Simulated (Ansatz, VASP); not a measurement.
**CdS in VASP and in Ansatz**

```xyz
2
Lattice="0.0000 2.7532 2.7532 2.7532 0.0000 2.7532 2.7532 2.7532 0.0000" Properties=species:S:1:pos:R:3 pbc="T T T"
Cd    0.0000    0.0000    0.0000
S     2.7532    2.7532    2.7532
```

Alike in both runs: task single point; functional PBE; k mesh 8 × 8 × 8; occupations gaussian, width 0.02 eV; no spin polarisation.

|  | VASP | Ansatz |
| --- | --- | --- |
| version | VASP 6.6.1 | Ansatz 0.2.0 |
| potentials or method | VASP PAW PBE potentials, release 64 (Cd, S) | Ansatz PAW |
| plane-wave cutoff (eV) | 520 | 420 |
| valence electrons in the cell | 18 | 26 |

```tsv
	VASP	Ansatz	Ansatz less VASP
gap on the k mesh at the Fermi level (eV)	0.25	0.26	+0.007
least direct gap on the mesh (eV)	1.53	1.55	+0.024
pressure (GPa)	-0.1	-0.4	-0.37
```

VASP's potentials hold 18 valence electrons a cell and Ansatz's 26, so a difference there can come from the potentials and not from the codes.
